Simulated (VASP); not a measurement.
**Ta: single point with PBEsol**

Crystal: Ta.

```
Ta
1.0
     2.90037    0.00000    0.00000
    -1.45019    2.51180    0.00000
     0.00000    0.00000    5.16627
Ta
2
Direct
  0.51151 0.33333 0.75000
  0.33333 0.66667 0.25000
```

This cell differs from its parent crystal: atom 1 (Ta) moved by (-0.450, +0.000) A along x and z.

```yaml
Program: VASP 6.6.1
Task: single point
Functional: PBEsol
Potentials_or_basis: VASP PAW PBE potentials, release 64 (Ta_pv)
Cutoff: 520 eV
k_mesh: 18 × 18 × 10
Occupations: gaussian, width 0.15 eV
Spin: no spin polarisation
Dipole_correction: no
Further_INCAR_settings: ALGO = Fast; EDIFF = 1e-07; NBANDS = 18
```

| Item | Value |
| --- | --- |
| Pressure | -6.8 GPa |
| Largest force | 0.545 eV/Å |
| Band gap on the k mesh | zero (band 11 reaches 7.15 eV, above the bottom of band 12 at 4.32 eV) |

Forces on the atoms (eV/Å):
```
Ta  -0.047 -0.543  0.000
Ta   0.047  0.543  0.000
```

Stress tensor (GPa, compression positive):
```
 -5.67  -6.60   0.00
 -6.60  -4.84   0.00
  0.00   0.00 -10.01
```

Levels at points of the mesh, in eV from the Fermi level:
| k point | band 7 | band 8 | band 9 | band 10 | band 11 | band 12 | band 13 | band 14 | band 15 | band 16 |
| --- | --- | --- | --- | --- | --- | --- | --- | --- | --- | --- |
| (0.00, 0.00, 0.00) | -8.10 | -4.78 | -0.93 | -0.02 | 0.53 | 0.96 | 1.02 | 1.50 | 2.43 | 3.90 |
| (0.50, 0.00, 0.00) | -4.45 | -3.89 | -3.66 | 0.11 | 0.54 | 0.90 | 1.44 | 5.25 | 6.47 | 6.51 |
| (0.00, 0.50, 0.00) | -3.98 | -3.51 | -3.24 | -0.36 | -0.28 | -0.04 | 1.62 | 4.07 | 6.44 | 6.63 |
| (0.50, 0.50, 0.00) | -3.83 | -3.41 | -2.23 | -1.78 | -0.91 | 0.30 | 1.18 | 5.01 | 6.37 | 6.84 |
| (0.00, 0.00, 0.50) | -6.28 | -6.28 | -1.15 | -1.15 | 0.69 | 0.69 | 0.90 | 0.90 | 4.09 | 4.09 |
| (0.50, 0.00, 0.50) | -3.87 | -3.87 | -2.39 | -2.39 | 0.93 | 0.93 | 2.88 | 2.88 | 5.47 | 5.47 |
| (0.00, 0.50, 0.50) | -4.26 | -4.26 | -2.40 | -2.40 | 1.44 | 1.44 | 3.09 | 3.09 | 5.93 | 5.93 |
| (0.50, 0.50, 0.50) | -4.43 | -4.43 | -2.31 | -2.31 | 1.82 | 1.82 | 2.76 | 2.76 | 5.99 | 5.99 |

Wall time 7.2 min on 1 thread of Intel Xeon 6975P-C (shared host), peak memory 0.61 GiB.

Caveat: the cell differs from its parent crystal (atom 1 (Ta) moved by (-0.450, +0.000) A along x and z); the PAW data sets were made with another functional, which shifts forces and pressure a little; spin-orbit coupling is left out, which moves the levels of the heavy elements.
